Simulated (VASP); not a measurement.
# LiNb16 (a cell with a defect) in VASP: single point with PBE

Aim: the single point of LiNb16 (a cell with a defect) with PBE.

Everything below comes from runs of VASP 6.6.1. Logs are shortened: lines on timing, memory, paths and dates and some standing lists are left out, and cuts for length are marked.

## Step 1: The cell of the first run

The cell holds a defect, 17 atoms: a = 6.600 Å, b = 6.600 Å, c = 6.600 Å, α = 90.00°, β = 90.00°, γ = 90.00°.

## Step 2: Single point, PBE

Contents of INCAR:

```
ALGO     = Normal         # electronic algorithm
EDIFF    = 1E-6           # SCF threshold, eV
ENCUT    = 520            # plane-wave cutoff, eV
GGA      = PE             # functional
ISIF     = 2              # what is computed and relaxed
ISMEAR   = -1             # smearing method
LASPH    = T              # aspherical terms in the spheres
LCHARG   = F              # write CHGCAR
LREAL    = Auto         
LWAVE    = F              # write WAVECAR
NBANDS   = 120            # bands
NELM     = 80             # most SCF steps
PREC     = Accurate       # precision mode
SIGMA    = 0.15           # smearing width, eV
```

Contents of KPOINTS:

```
k-points
0
Gamma
  3 3 3
```

Contents of POSCAR:

```
LiNb16
1.0
    6.6000000000      0.0000000000      0.0000000000
    0.0000000000      6.6000000000      0.0000000000
    0.0000000000      0.0000000000      6.6000000000
Nb Li
16 1
Direct
    0.0033142928     -0.0090163436     -0.0001933264
    0.4957751369     -0.0090375377     -0.0002028416
   -0.0375569354      0.4734251119     -0.0000874843
   -0.0048283936      0.0125151475      0.4997567489
    0.2495650837      0.2593714036      0.2460287403
    0.5361428566      0.4741391678     -0.0000994483
    0.5042187317      0.0126166464      0.4997463558
    0.7494687089      0.2377476127      0.2543926769
   -0.0019661643      0.5054752494      0.4998651259
    0.2497754934      0.7764233127      0.2864496006
    0.2495739449      0.2593608141      0.7535442662
    0.5013091816      0.5055771048      0.4998546941
    0.7496878749      0.7448039508      0.2515018423
    0.7494786431      0.2377969700      0.7453409422
    0.2497863282      0.7767740915      0.7128690547
    0.7496982096      0.7448557066      0.7481976708
    0.2487689070      0.6250657915     -0.0005999179
```

Potentials or basis: VASP PAW PBE potentials, release 64 (Nb_sv, Li_sv).

Started as:

```
$ cat potpaw_PBE.64/Nb_sv/POTCAR potpaw_PBE.64/Li_sv/POTCAR > POTCAR
$ mpirun -np 1 vasp_std > vasp.out
```

OUTCAR:

```text
EDIFF = 1E-6
   ENCUT = 520
   GGA = PE
   ISIF = 2
   ISMEAR = -1
   LASPH = T
   LREAL = Auto
   NELM = 80
   PREC = Accurate

 ion  position               nearest neighbor table
   1  0.003  0.991  1.000-  16 2.86  13 2.86  10 2.87  15 2.87  14 2.88   8 2.88   5 2.90  11 2.90

   2  0.496  0.991  1.000-  16 2.86  13 2.86  10 2.87  15 2.87  14 2.88   8 2.88   5 2.90  11 2.90

   3  0.962  0.473  1.000-  17 2.14   8 2.69  14 2.69   6 2.81  13 2.82  16 2.82   5 2.87  11 2.87

   4  0.995  0.013  0.500-  15 2.69  10 2.69   8 2.73  14 2.73   5 2.88  11 2.88  13 2.90  16 2.90

   5  0.250  0.259  0.246-   9 2.86  12 2.86   6 2.87   3 2.87   4 2.88   7 2.88   2 2.90   1 2.90

   6  0.536  0.474  1.000-  17 2.14   8 2.69  14 2.69   3 2.81  13 2.82  16 2.82   5 2.87  11 2.87

   7  0.504  0.013  0.500-  15 2.69  10 2.69   8 2.73  14 2.73   5 2.88  11 2.88  13 2.90  16 2.90

   8  0.749  0.238  0.254-   3 2.69   6 2.69   7 2.73   4 2.73   2 2.88   1 2.88  12 2.90   9 2.90

   9  0.998  0.505  0.500-  13 2.81  16 2.81  10 2.82  15 2.82  11 2.86   5 2.86  14 2.90   8 2.90

  10  0.250  0.776  0.286-  17 2.14   7 2.69   4 2.69  15 2.81  12 2.82   9 2.82   2 2.87   1 2.87

  11  0.250  0.259  0.754-   9 2.86  12 2.86   6 2.87   3 2.87   4 2.88   7 2.88   2 2.90   1 2.90

  12  0.501  0.506  0.500-  13 2.80  16 2.81  10 2.82  15 2.82  11 2.86   5 2.86  14 2.90   8 2.90

  13  0.750  0.745  0.252-  12 2.80   9 2.81   6 2.82   3 2.82   1 2.86   2 2.86   4 2.90   7 2.90

  14  0.749  0.238  0.745-   3 2.69   6 2.69   7 2.73   4 2.73   2 2.88   1 2.88  12 2.90   9 2.90

  15  0.250  0.777  0.713-  17 2.14   7 2.69   4 2.69  10 2.81  12 2.82   9 2.82   2 2.87   1 2.87

  16  0.750  0.745  0.748-  12 2.81   9 2.81   6 2.82   3 2.82   1 2.86   2 2.86   4 2.90   7 2.90

  17  0.249  0.625  0.999-   3 2.14  15 2.14  10 2.14   6 2.14

  LATTYP: Found a simple cubic cell.
 ALAT       =     6.6000000000

  Lattice vectors:

 A1 = (   6.6000000000,   0.0000000000,   0.0000000000)
 A2 = (   0.0000000000,   6.6000000000,   0.0000000000)
 A3 = (   0.0000000000,   0.0000000000,   6.6000000000)

Analysis of symmetry for initial positions (statically):
=====================================================================
 Subroutine PRICEL returns:
 Original cell was already a primitive cell.

 Routine SETGRP: Setting up the symmetry group for a
 simple cubic supercell.

 Subroutine GETGRP returns: Found  1 space group operations
 (whereof  1 operations were pure point group operations)
 out of a pool of 48 trial point group operations.

The static configuration has the point symmetry C_1 .

Analysis of symmetry for dynamics (positions and initial velocities):
=====================================================================
 Subroutine PRICEL returns:
 Original cell was already a primitive cell.

 Routine SETGRP: Setting up the symmetry group for a
 simple cubic supercell.

 Subroutine GETGRP returns: Found  1 space group operations
 (whereof  1 operations were pure point group operations)
 out of a pool of 48 trial point group operations.

The dynamic configuration has the point symmetry C_1 .

 Subroutine INISYM returns: Found  1 space group operations
 (whereof  1 operations are pure point group operations),
 and found     1 'primitive' translations

----------------------------------------------------------------------------------------

                                     Primitive cell

  volume of cell :     287.4960

  direct lattice vectors                    reciprocal lattice vectors
     6.600000000  0.000000000  0.000000000     0.151515152  0.000000000  0.000000000
     0.000000000  6.600000000  0.000000000     0.000000000  0.151515152  0.000000000
     0.000000000  0.000000000  6.600000000     0.000000000  0.000000000  0.151515152

  length of vectors
     6.600000000  6.600000000  6.600000000     0.151515152  0.151515152  0.151515152

  position of ions in fractional coordinates (direct lattice)
     0.003314293  0.990983656  0.999806674
     0.495775137  0.990962462  0.999797158
     0.962443065  0.473425112  0.999912516
     0.995171606  0.012515147  0.499756749
     0.249565084  0.259371404  0.246028740
     0.536142857  0.474139168  0.999900552
[... 9 lines left out ...]
     0.749698210  0.744855707  0.748197671
     0.248768907  0.625065791  0.999400082

  ion indices of the primitive-cell ions
   primitive index   ion index
                 1           1
                 2           2
                 3           3
                 4           4
                 5           5
                 6           6
[... 9 lines left out ...]
                16          16
                17          17

----------------------------------------------------------------------------------------

 KPOINTS: k-points

Automatic generation of k-mesh.
 Grid dimensions read from file:
 generate k-points for:    3    3    3

 Generating k-lattice:

  Cartesian coordinates                     Fractional coordinates (reciprocal lattice)
     0.050505051  0.000000000  0.000000000     0.333333333  0.000000000  0.000000000
     0.000000000  0.050505051  0.000000000     0.000000000  0.333333333  0.000000000
     0.000000000  0.000000000  0.050505051     0.000000000  0.000000000  0.333333333

  Length of vectors
     0.050505051  0.050505051  0.050505051

  Shift w.r.t. Gamma in fractional coordinates (k-lattice)
     0.000000000  0.000000000  0.000000000

 Subroutine IBZKPT returns following result:
 ===========================================

 Found     14 irreducible k-points:

 Following reciprocal coordinates:
            Coordinates               Weight
  0.000000  0.000000  0.000000      1.000000
  0.333333  0.000000  0.000000      2.000000
  0.000000  0.333333  0.000000      2.000000
  0.000000  0.000000  0.333333      2.000000
  0.333333  0.333333  0.000000      2.000000
  0.000000  0.333333  0.333333      2.000000
  0.333333  0.000000  0.333333      2.000000
 -0.333333  0.333333  0.000000      2.000000
 -0.333333  0.000000  0.333333      2.000000
  0.000000 -0.333333  0.333333      2.000000
  0.333333  0.333333  0.333333      2.000000
 -0.333333  0.333333  0.333333      2.000000
 -0.333333 -0.333333  0.333333      2.000000
  0.333333 -0.333333  0.333333      2.000000
   k-points           NKPTS =     14   k-points in BZ     NKDIM =     14   number of bands    NBANDS=    120
   number of dos      NEDOS =    301   number of ions     NIONS =     17
   total plane-waves  NPLWV = 125000
   dimension x,y,z NGX =    50 NGY =   50 NGZ =   50
   dimension x,y,z NGXF=   100 NGYF=  100 NGZF=  100
   ions per type =              16   1
   NGX,Y,Z   is equivalent  to a cutoff of  12.59, 12.59, 12.59 a.u.
   NGXF,Y,Z  is equivalent  to a cutoff of  25.19, 25.19, 25.19 a.u.
 SYSTEM =  unknown system
   PREC   = accura    normal or accurate (medium, high low for compatibility)
   ISTART =      0    job   : 0-new  1-cont  2-samecut
   ICHARG =      2    charge: 1-file 2-atom 10-const
   ISPIN  =      1    spin polarized calculation?
   LNONCOLLINEAR =      F non collinear calculations
   LSORBIT =      F    spin-orbit coupling
   LASPH  =      T    aspherical Exc in radial PAW
   ENCUT  =  520.0 eV  38.22 Ry    6.18 a.u.  12.27 12.27 12.27*2*pi/ulx,y,z
   NELM   =     80;   NELMIN=  2; NELMDL= -5     # of ELM steps
   EDIFF  = 0.1E-05   stopping-criterion for ELM
   LREAL  =      T    real-space projection
   EDIFFG = 0.1E-04   stopping-criterion for IOM
   NSW    =      0    number of steps for IOM
   IBRION =     -1    ionic relax: 0-MD 1-quasi-New 2-CG
   NFREE  =      0    steps in history (QN), initial steepest desc. (CG)
   ISIF   =      2    stress and relaxation
   ISYM   =      2    0-nonsym 1-usesym 2-fastsym
   POTIM  = 0.5000    time-step for ionic-motion
   TEBEG  =    0.0;   TEEND  =   0.0 temperature during run
   PSTRESS=    0.0 pullay stress
   NELECT =     211.0000    total number of electrons
   NUPDOWN=      -1.0000    fix difference up-down
   EMIN   =  10.00;   EMAX   =-10.00  energy-range for DOS
   EFERMI =   0.00;   METHOD = LEGACY
   ISMEAR =    -1;   SIGMA  =   0.15  broadening in eV -4-tet -1-fermi 0-gaus
   EFERMI_NEDOS =   21; number of points for ismear=-14 and -15
   IALGO  =     38    algorithm
   IMIX   =      4    mixing-type and parameters
     AMIX     =   0.40;   BMIX     =  1.00
     AMIX_MAG =   1.60;   BMIX_MAG =  1.00
  volume/ion in A,a.u.               =      16.91       114.12
  Fermi-wavevector in a.u.,A,eV,Ry     =   1.476698  2.790555 29.669371  2.180637
  Thomas-Fermi vector in A             =   2.591193
   LORBIT       =      0    0 simple, 1 ext, 2 COOP (PROOUT), +10 PAW based schemes
   GGA     = PE    functional components
   LHFCALC =     F    Hartree Fock is set to
   AEXX    =    0.0000 exact exchange contribution
   IVDW    =     0    specifies the selected vdW correction
   LEPSILON=     F    determine dielectric tensor
   LRPA    =     F    only Hartree local field effects (RPA)
 non-spin polarized calculation
  energy-cutoff  :      520.00
  volume of cell :      287.50
 maximum number of plane-waves:      7809
 NGX is ok and might be reduce to    50
   NGX = 25   NGY = 25   NGZ = 25

 number of electron     211.0000003 magnetization

 Free energy of the ion-electron system (eV)
  ---------------------------------------------------
  ext. energy  EPLUGINS =         0.00000000
  ---------------------------------------------------
  free energy    TOTEN  =      -161.73113954 eV

  energy without entropy =     -160.41952911  energy(sigma->0) =     -161.07533432

 E-fermi :  11.5207     XC(G=0): -12.5711

 val. band max:       11.5118148798   @ k =  -0.3333   0.0000   0.3333
 cond. band min:      11.5329117192   @ k =   0.3333   0.0000   0.3333
 fundamental gap:      0.0210968394
 Fermi energy:        11.5207408898

 k-point     1 :       0.0000    0.0000    0.0000
  band No.  band energies     occupation
      1     -42.9674      2.00000
      2     -42.8085      2.00000
      3     -42.7525      2.00000
      4     -42.7506      2.00000
      5     -42.7502      2.00000
      6     -42.7500      2.00000
[... 109 lines left out ...]
    116      13.3267      0.00001
    117      13.4484      0.00001

 k-point     2 :       0.3333    0.0000    0.0000
  band No.  band energies     occupation
      1     -42.9349      2.00000
      2     -42.8540      2.00000
      3     -42.7788      2.00000
      4     -42.7503      2.00000
      5     -42.7497      2.00000
      6     -42.7407      2.00000
[... 1433 lines left out ...]
  band No.  band energies     occupation
      1     -42.8834      2.00000
      2     -42.8424      2.00000
      3     -42.8163      2.00000
      4     -42.7835      2.00000
      5     -42.7772      2.00000
      6     -42.7583      2.00000
[... 109 lines left out ...]
    116      13.3969      0.00001
    117      13.8251      0.00000
 [bands above 117 left out]

------------------------ aborting loop because EDIFF is reached ----------------------------------------

  FORCE on cell =-STRESS in cart. coord.  units (eV):
  Direction    XX          YY          ZZ          XY          YZ          ZX
  --------------------------------------------------------------------------------------
  -------------------------------------------------------------------------------------
  Total       18.9421044     14.7961218     18.9165945      0.0241838     -0.0118076     -0.0018287
  in kB      105.5618522     82.4568376    105.4196886      0.1347729     -0.0658020     -0.0101909
  external PRESSURE =      97.8127928 kB  Pullay stress =       0.0000000 kB

 VOLUME and BASIS-vectors are now :
 -----------------------------------------------------------------------------
  energy-cutoff  :      520.00
  volume of cell :      287.50
      direct lattice vectors                 reciprocal lattice vectors
     6.600000000  0.000000000  0.000000000     0.151515152  0.000000000  0.000000000
     0.000000000  6.600000000  0.000000000     0.000000000  0.151515152  0.000000000
     0.000000000  0.000000000  6.600000000     0.000000000  0.000000000  0.151515152

 POSITION                                       TOTAL-FORCE (eV/Angst)
 -----------------------------------------------------------------------------------
      0.02187      6.54049      6.59872         0.009629     -0.013287      0.000078
      3.27212      6.54035      6.59866        -0.010665     -0.014653      0.000435
      6.35212      3.12461      6.59942        -0.017539     -0.005483      0.000091
      6.56813      0.08260      3.29839        -0.002751     -0.002494     -0.000069
      1.64713      1.71185      1.62379         0.000655      0.015146     -0.011368
      3.53854      3.12932      6.59934         0.019864     -0.009662      0.000292
[... 9 lines left out ...]
      4.94801      4.91605      4.93810        -0.001091      0.007805      0.009651
      1.64187      4.12543      6.59604         0.000781     -0.002949      0.000582
 -----------------------------------------------------------------------------------
    total drift:                                0.001903     -0.008923      0.000758

  FREE ENERGIE OF THE ION-ELECTRON SYSTEM (eV)
  ---------------------------------------------------
  free  energy   TOTEN  =      -161.7311395351 eV

  energy  without entropy=     -160.4195291073  energy(sigma->0) =     -161.07533432
```

It took 24 min on 1 thread of AMD EPYC 7R13 (Zen 3), shared host; peak memory 0.49 GiB.

What came out:

| Property | Result |
| --- | --- |
| Free energy | -161.7311 eV |
| Largest force | 0.023 eV/Å |
| Band gap on the k mesh | zero (an odd number of electrons rules out a gap without spin polarisation) |

Forces on the atoms (eV/Å):
```
Nb   0.010 -0.013  0.000
Nb  -0.011 -0.015  0.000
Nb  -0.018 -0.005  0.000
Nb  -0.003 -0.002  0.000
Nb   0.001  0.015 -0.011
Nb   0.020 -0.010  0.000
Nb   0.001 -0.005  0.001
Nb   0.001  0.006  0.002
Nb   0.010 -0.006  0.000
Nb   0.000  0.006  0.022
Nb   0.000  0.014  0.011
Nb  -0.011 -0.007  0.000
Nb  -0.001  0.008 -0.011
Nb   0.001  0.004 -0.003
Nb   0.000  0.005 -0.021
Nb  -0.001  0.008  0.010
Li   0.001 -0.003  0.001
```

Levels at points of the mesh, in eV from the Fermi level:
```tsv
k point	band 102	band 103	band 104	band 105	band 106	band 107	band 108	band 109
(0.00, 0.00, 0.00)	0.30	0.30	0.43	0.45	0.45	0.68	0.83	0.83
```

Caveat: the cutoff is under 1.25 times the usual one of these potentials, so pressure, stress and relaxed cells hold a basis-set (Pulay) error.

The gap in the log of VASP goes by the Fermi energy; the results here count the filled bands.